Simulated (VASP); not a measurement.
# Ti3Al (P-6m2) in VASP: notebook, part 2 of 2

VASP 6.6.1.

**3. Single point, PBEsol (strained and its atoms moved)**

File INCAR:

```
ALGO     = Fast           # electronic algorithm
EDIFF    = 1E-6           # SCF threshold, eV
ENCUT    = 520            # plane-wave cutoff, eV
GGA      = PS             # functional
ISIF     = 2              # what is computed and relaxed
ISMEAR   = 0              # smearing method
LASPH    = True           # aspherical terms in the spheres
LCHARG   = False          # write CHGCAR
LREAL    = False          # projectors in reciprocal space
LWAVE    = False          # write WAVECAR
NBANDS   = 28             # bands
NELM     = 100            # most SCF steps
PREC     = Accurate       # precision mode
SIGMA    = 0.1            # smearing width, eV
```

File KPOINTS:

```
k-points
0
Gamma
  18 18 6
```

File POSCAR:

```
Ti3Al
1.0
    3.0368566495      0.0000000000      0.0000000000
   -1.5184283247      2.6299950061      0.0000000000
    0.0000000000      0.0000000000      9.2940834971
Ti Al
3 1
Direct
    0.6666666700      0.3333333300      0.0000000000
    0.3333333300      0.6666666700      0.7551923896
    0.3333333300      0.6666666700      0.2448076104
    0.6666666700      0.3333333300      0.5000000000
```

Potentials or basis: VASP PAW PBE potentials, release 64 (Ti_sv, Al).

Started as:

```bash
cat potpaw_PBE.64/Ti_sv/POTCAR potpaw_PBE.64/Al/POTCAR > POTCAR
mpirun -np 1 vasp_std > vasp.out
```

OUTCAR:

```text
EDIFF = 1E-6
   ENCUT = 520
   GGA = PS
   ISIF = 2
   ISMEAR = 0
   LASPH = True
   LREAL = False
   NELM = 100
   PREC = Accurate

 ion  position               nearest neighbor table
   1  0.667  0.333  0.000-   2 2.87   3 2.87   2 2.87   3 2.87   2 2.87   3 2.87
   2  0.333  0.667  0.755-   1 2.87   1 2.87   1 2.87   4 2.95   4 2.95   4 2.95
   3  0.333  0.667  0.245-   1 2.87   1 2.87   1 2.87   4 2.95   4 2.95   4 2.95
   4  0.667  0.333  0.500-   2 2.95   3 2.95   2 2.95   3 2.95   2 2.95   3 2.95

  LATTYP: Found a hexagonal cell.
 ALAT       =     3.0368566495
 C/A-ratio  =     3.0604287821

  Lattice vectors:

 A1 = (   3.0368566495,   0.0000000000,   0.0000000000)
 A2 = (  -1.5184283247,   2.6299950061,   0.0000000000)
 A3 = (   0.0000000000,   0.0000000000,   9.2940834971)

Analysis of symmetry for initial positions (statically):
=====================================================================
 Subroutine PRICEL returns:
 Original cell was already a primitive cell.

 Routine SETGRP: Setting up the symmetry group for a
 hexagonal supercell.

 Subroutine GETGRP returns: Found 12 space group operations
 (whereof 12 operations were pure point group operations)
 out of a pool of 24 trial point group operations.

The static configuration has the point symmetry D_3h.

Analysis of symmetry for dynamics (positions and initial velocities):
=====================================================================
 Subroutine PRICEL returns:
 Original cell was already a primitive cell.

 Routine SETGRP: Setting up the symmetry group for a
 hexagonal supercell.

 Subroutine GETGRP returns: Found 12 space group operations
 (whereof 12 operations were pure point group operations)
 out of a pool of 24 trial point group operations.

The dynamic configuration has the point symmetry D_3h.

[... 118 lines left out ...]
   EFERMI_NEDOS =   21; number of points for ismear=-14 and -15
   IALGO  =     68    algorithm
   IMIX   =      4    mixing-type and parameters
     AMIX     =   0.40;   BMIX     =  1.00
     AMIX_MAG =   1.60;   BMIX_MAG =  1.00
  volume/ion in A,a.u.               =      18.56       125.23
  Fermi-wavevector in a.u.,A,eV,Ry     =   1.320995  2.496318 23.742537  1.745027
  Thomas-Fermi vector in A             =   2.450781
   LORBIT       =      0    0 simple, 1 ext, 2 COOP (PROOUT), +10 PAW based schemes
   GGA     = PS    functional components
   LHFCALC =     F    Hartree Fock is set to
   AEXX    =    0.0000 exact exchange contribution
   IVDW    =     0    specifies the selected vdW correction
   LEPSILON=     F    determine dielectric tensor
   LRPA    =     F    only Hartree local field effects (RPA)
 non-spin polarized calculation
 RMM-DIIS sequential band-by-band and
 Gauss-broadening in eV      SIGMA  =   0.10
  energy-cutoff  :      520.00
  volume of cell :       74.23
 maximum number of plane-waves:      2038
 NGX is ok and might be reduce to    24
   NGX = 11   NGY = 11   NGZ = 35

 number of electron      38.9999996 magnetization

 Free energy of the ion-electron system (eV)
  ---------------------------------------------------
  ext. energy  EPLUGINS =         0.00000000
  ---------------------------------------------------
  free energy    TOTEN  =       -29.33275216 eV

  energy without entropy =      -29.31284777  energy(sigma->0) =      -29.32279996

 E-fermi :   7.0861     XC(G=0): -10.9499

 val. band max:        7.0853824928   @ k =   0.2778   0.0556   0.3333
 cond. band min:       7.0868036914   @ k =   0.3333   0.2222   0.3333
 fundamental gap:      0.0014211986
 Fermi energy:         7.0860819132

 k-point     1 :       0.0000    0.0000    0.0000
  band No.  band energies     occupation
      1     -49.5797      2.00000
      2     -49.5488      2.00000
      3     -49.4692      2.00000
      4     -26.1551      2.00000
      5     -25.9544      2.00000
      6     -25.6956      2.00000
[... 733 lines left out ...]
     27       9.8180      0.00000
     28      10.1496      0.00000

 [... further k-points ...]

------------------------ aborting loop because EDIFF is reached ----------------------------------------

  FORCE on cell =-STRESS in cart. coord.  units (eV):
  Direction    XX          YY          ZZ          XY          YZ          ZX
  --------------------------------------------------------------------------------------
  -------------------------------------------------------------------------------------
  Total       -5.2360489     -5.2360489     -3.8482928     -0.0000000      0.0000000      0.0000000
  in kB     -113.0130222   -113.0130222    -83.0601862     -0.0000000      0.0000000      0.0000000
  external PRESSURE =    -103.0287435 kB  Pullay stress =       0.0000000 kB

 VOLUME and BASIS-vectors are now :
 -----------------------------------------------------------------------------
  energy-cutoff  :      520.00
  volume of cell :       74.23
      direct lattice vectors                 reciprocal lattice vectors
     3.036856649  0.000000000  0.000000000     0.329287851  0.190114429  0.000000000
    -1.518428325  2.629995006  0.000000000     0.000000000  0.380228859  0.000000000
     0.000000000  0.000000000  9.294083497     0.000000000  0.000000000  0.107595332

 POSITION                                       TOTAL-FORCE (eV/Angst)
 -----------------------------------------------------------------------------------
      1.51843      0.87666      0.00000        -0.000000      0.000000     -0.000000
     -0.00000      1.75333      7.01882         0.000000     -0.000000     -0.126086
     -0.00000      1.75333      2.27526         0.000000     -0.000000      0.126086
      1.51843      0.87666      4.64704         0.000000      0.000000     -0.000000
 -----------------------------------------------------------------------------------
    total drift:                                0.000029     -0.000017      0.000000

  FREE ENERGIE OF THE ION-ELECTRON SYSTEM (eV)
  ---------------------------------------------------
  free  energy   TOTEN  =       -29.3327521569 eV

  energy  without entropy=      -29.3128477683  energy(sigma->0) =      -29.32279996
```

OSZICAR:

```text
N       E                     dE             d eps       ncg     rms          rms(c)
DAV:   1     0.463975044786E+03    0.46398E+03   -0.19598E+04  8296   0.159E+03
DAV:   2     0.237447679936E+02   -0.44023E+03   -0.43218E+03  8388   0.492E+02
DAV:   3    -0.278096529746E+02   -0.51554E+02   -0.50408E+02 14556   0.142E+02
[... 37 lines left out ...]
RMM:  41    -0.293327479635E+02   -0.16187E-05   -0.19002E-05  9084   0.142E-02    0.880E-04
RMM:  42    -0.293327493805E+02   -0.14170E-05   -0.16755E-05  8408   0.131E-02    0.947E-04
RMM:  43    -0.293327504694E+02   -0.10889E-05   -0.13072E-05  8108   0.120E-02    0.108E-03
RMM:  44    -0.293327514307E+02   -0.96131E-06   -0.11339E-05  7919   0.111E-02    0.108E-03
RMM:  45    -0.293327521569E+02   -0.72621E-06   -0.88329E-06  7655   0.104E-02
   1 F= -.29332752E+02 E0= -.29322800E+02  d E =-.199044E-01
```

Run time: 13 min. Hardware: 1 thread of AMD EPYC 7R13, shared host; peak memory 0.38 GiB.

Results:

* Free energy: -29.3328 eV
* Pressure: -10.3 GPa
* Largest force: 0.126 eV/Å
* Band gap on the k mesh: zero (an odd number of electrons rules out a gap without spin polarisation)

Forces in eV/Å, atoms in the order of the input:
```
Ti   0.000  0.000  0.000
Ti   0.000  0.000 -0.126
Ti   0.000  0.000  0.126
Al   0.000  0.000  0.000
```

Stress tensor (GPa, compression positive):
```
-11.30   0.00   0.00
  0.00 -11.30   0.00
  0.00   0.00  -8.31
```

Caveat: the cell differs from its parent crystal (strained and its atoms moved); the cell stands under tension; the PAW data sets were made with another functional, which shifts forces and pressure a little.

**4. Single point, r2SCAN (strained)**

File POSCAR:

```
Ti3Al
1.0
    2.9028044911      0.0000000000      0.0000000000
   -1.4514022455      2.5139024315      0.0000000000
    0.0000000000      0.0000000000      8.3180266611
Ti Al
3 1
Direct
    0.6666666700      0.3333333300      0.0000000000
    0.3333333300      0.6666666700      0.7597907792
    0.3333333300      0.6666666700      0.2402092208
    0.6666666700      0.3333333300      0.5000000000
```

File INCAR.step1:

```
SYSTEM = Ti3Al
PREC = Accurate
ENCUT = 520
ISMEAR = 0
SIGMA = 0.1
LREAL = .False.
LASPH = .True.
NELM = 60
NBANDS = 28
GGA = PE
ALGO = Normal
EDIFF = 1E-4
LWAVE = .True.
LCHARG = .False.
```

File INCAR.step2:

```
SYSTEM = Ti3Al
PREC = Accurate
ENCUT = 520
EDIFF = 1E-6
ISMEAR = 0
SIGMA = 0.1
LREAL = .False.
LASPH = .True.
NELM = 60
ALGO = Normal
ISIF = 2
LWAVE = .False.
LCHARG = .False.
METAGGA = R2SCAN
LMIXTAU = .True.
NBANDS = 28
ISTART = 1
```

File KPOINTS:

```
Automatic mesh
0
Gamma
  18 18 6
  0 0 0
```

Started as:

```bash
cat potpaw_PBE.64/Ti_sv/POTCAR potpaw_PBE.64/Al/POTCAR > POTCAR
cp INCAR.step1 INCAR
mpirun -np 1 vasp_std > vasp.out
cp INCAR.step2 INCAR
mpirun -np 1 vasp_std > vasp.out
```

Wall time 12 min (1 thread of AMD EPYC 7R13, shared host); peak memory 0.34 GiB.

It converged, with:

```
Free energy            : -45.4677 eV
Pressure               : 18.1 GPa
Largest force          : 1.019 eV/Å
Band gap on the k mesh : zero (an odd number of electrons rules out a gap without spin polarisation)
```

Forces in eV/Å, atoms in the order of the input:
```
Ti   0.000  0.000  0.000
Ti   0.000  0.000 -1.019
Ti   0.000  0.000  1.019
Al   0.000  0.000  0.000
```

Stress tensor (GPa, compression positive):
```
11.39  0.00  0.00
 0.00 11.39  0.00
 0.00  0.00 31.51
```

Levels at points of the mesh, in eV from the Fermi level:
| k point | band 16 | band 17 | band 18 | band 19 | band 20 | band 21 | band 22 | band 23 | band 24 | band 25 |
| --- | --- | --- | --- | --- | --- | --- | --- | --- | --- | --- |
| (0.00, 0.00, 0.00) | -2.95 | -0.37 | 0.59 | 0.59 | 0.69 | 0.69 | 1.46 | 1.46 | 1.85 | 1.92 |
| (0.50, 0.00, 0.00) | -2.64 | -1.79 | -1.11 | -0.59 | -0.35 | 0.56 | 1.37 | 1.81 | 1.86 | 3.29 |
| (0.00, 0.00, 0.50) | -3.03 | -0.90 | 0.60 | 0.60 | 0.67 | 0.67 | 1.48 | 1.48 | 1.66 | 1.90 |
| (0.50, 0.00, 0.50) | -2.41 | -1.70 | -1.39 | -0.85 | -0.27 | 0.50 | 1.66 | 1.85 | 2.05 | 3.34 |

Caveat: the cell differs from its parent crystal (strained); the stress differs along the axes, from 11 to 32 GPa; the PAW data sets were made with another functional, which shifts forces and pressure a little.

**5. The runs side by side**

```csv
level,cell,gap on the mesh (eV),pressure (GPa),largest force (eV/Å)
PBEsol,"a = 2.853, b = 2.853, c = 9.544 Å, angles 90.0, 90.0, 120.0°, 4 atoms, atomic positions A",none,1.0,1.52
PBEsol,"a = 3.037, b = 3.037, c = 9.294 Å, angles 90.0, 90.0, 120.0°, 4 atoms, atomic positions B",none,-10.3,0.13
r2SCAN,"a = 2.903, b = 2.903, c = 8.318 Å, angles 90.0, 90.0, 120.0°, 4 atoms, atomic positions C",none,18.1,1.02
```

Alike in all rows: task single point; potentials or basis VASP PAW PBE potentials, release 64 (Ti_sv, Al); no spin polarisation; k mesh 18 × 18 × 6; cutoff (eV) 520; smearing gaussian 0.1 eV.

Caveats: the PAW data sets were made with another functional, which shifts forces and pressure a little; the stress differs along the axes, from -5 to 4 GPa (at least some runs); the cell stands under tension (at least some runs); the stress differs along the axes, from 11 to 32 GPa (at least some runs).

Absolute energies hang on the potentials; compare differences alone.
